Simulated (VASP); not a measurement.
**HgTe: electric field gradients with LDA**

Crystal: HgTe.

```
Hg Te
1.0
     0.06447    3.25574    3.25574
     3.25574    0.06447    3.25574
     3.25574    3.25574    0.06447
Hg Te
1 1
Direct
  0.00000 0.00000 0.00000
  0.75000 0.75000 0.75000
```

This cell differs from its parent crystal: equal xy, yz and zx shear strains of +2 %.

- Program: VASP 6.6.1
- Task: electric field gradients
- Functional: LDA
- Potentials or basis: VASP PAW LDA potentials, release 64 (Hg, Te)
- Cutoff: 520 eV
- k mesh: 11 × 11 × 11
- Occupations: fermi-dirac, width 0.03 eV
- Spin: no spin polarisation
- Dipole correction: no
- Further INCAR settings: ALGO = Normal; EDIFF = 1e-08; NBANDS = 16

* Pressure: 0.1 GPa
* Largest force: 0.171 eV/Å
* Band gap on the k mesh: zero (filled and empty bands touch)
* Largest electric field gradient by atom: Hg +56.5; Te +9.4 V/Å²

Forces in eV/Å, atoms in the order of the input:
```
Hg  -0.099 -0.099 -0.099
Te   0.099  0.099  0.099
```

Stress tensor (GPa, compression positive):
```
 0.09 -0.79 -0.79
-0.79  0.09 -0.79
-0.79 -0.79  0.09
```

Levels at points of the mesh, in eV from the Fermi level:
```
           k point  band 7  band 8  band 9  band 10  band 11  band 12
(0.00, 0.00, 0.00)   -0.92   -0.10   -0.02    -0.02     3.89     4.20
```

Electric field gradients, principal values (V/Å²):
```csv
atom,least,middle,greatest (by size)
1 Hg,-28.249,-28.249,56.499
2 Te,-4.705,-4.705,9.409
```

It took 60 s on 1 thread of Intel(R) Xeon(R) 6975P-C (Granite Rapids), on a shared host, peak memory 0.29 GiB.

Caveat: the cell differs from its parent crystal (equal xy, yz and zx shear strains of +2 %); semilocal functionals underestimate gaps, and a narrow one can read as zero; without QUAD_EFG the Cq values of the log hold for a quadrupole moment of 1 mb, not for the nuclei; spin-orbit coupling is left out, which moves the levels of the heavy elements.
